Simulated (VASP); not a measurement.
Runs of VASP 6.6.1 on HfO2. The structure is that of space group P4_2/nmc (No. 137), or close to it. The cells are those of the table. 

| cell | gap on the mesh (eV) | pressure (GPa) | largest force (eV/Å) |
| --- | --- | --- | --- |
| a = 3.673, b = 3.673, c = 5.339 Å, 6 atoms | 4.37 | -14.8 | (b) |
| a = 3.528, b = 3.528, c = 5.128 Å, 6 atoms | 4.85 | 13.8 | 0.25 |
| a = 3.645, b = 3.645, c = 5.298 Å, 6 atoms | 4.46 | (a) | 0.28 |
| a = 3.435, b = 3.435, c = 4.993 Å, 6 atoms | 5.07 | 42.1 | 0.80 |
| a = 3.467, b = 3.467, c = 5.039 Å, 6 atoms | 5.00 | 31.4 | 0.60 |

Alike in all rows: task single point; level PBE; potentials or basis VASP PAW PBE potentials, release 64 (Hf_pv, O); no spin polarisation; k mesh 6 × 6 × 4; cutoff (eV) 520; smearing gaussian 0.01 eV.

Problem. Fill in the values left out.

Solution. (a) -10.4; (b) 0.39.

Caveats: spin-orbit coupling is left out, which moves the levels of the heavy elements.

A k mesh can miss the band edges, and the runs leave out spin-orbit coupling on Hf.
